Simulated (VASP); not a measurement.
Input of a VASP 6.6.1 run:

The input INCAR:

```
ALGO     = Normal         # electronic algorithm
EDIFF    = 1E-6           # SCF threshold, eV
ENCUT    = 520            # plane-wave cutoff, eV
GGA      = CA             # functional
ISIF     = 2              # what is computed and relaxed
ISMEAR   = -1             # smearing method
LASPH    = True           # aspherical terms in the spheres
LCHARG   = False          # write CHGCAR
LREAL    = False          # projectors in reciprocal space
LWAVE    = False          # write WAVECAR
NBANDS   = 17             # bands
NELM     = 80             # most SCF steps
PREC     = Accurate       # precision mode
SIGMA    = 0.02           # smearing width, eV
```

KPOINTS

```
k-points
0
Gamma
  9 9 9
```

POSCAR

```
SnSe
1.0
    0.0000000000      2.9197000000      3.0100000000
    2.9197000000      0.0000000000      3.0100000000
    2.9197000000      2.9197000000      0.0000000000
Sn Se
1 1
Direct
    0.0000000000      0.0000000000      0.0000000000
    0.5000000000      0.5000000000      0.5000000000
```

Potentials or basis: VASP PAW LDA potentials, release 64 (Sn_d, Se).

Run with:

```sh
$ cat potpaw_LDA.64/Sn_d/POTCAR potpaw_LDA.64/Se/POTCAR > POTCAR
$ mpirun -np 1 vasp_std > vasp.out
```

Problem. Predict the pressure.

Solution. 0.2 GPa.

Problem. Estimate the band gap on the k mesh.

Solution. 0.28 eV, indirect (least direct gap 0.36 eV).

Stress tensor (GPa, compression positive):
```
 1.61  0.00  0.00
 0.00  1.61  0.00
 0.00  0.00 -2.59
```

Caveat: the cell differs from its parent crystal (equal xx and yy strain of -3 %); spin-orbit coupling is left out, which moves the levels of the heavy elements. A k mesh can miss the band edges.
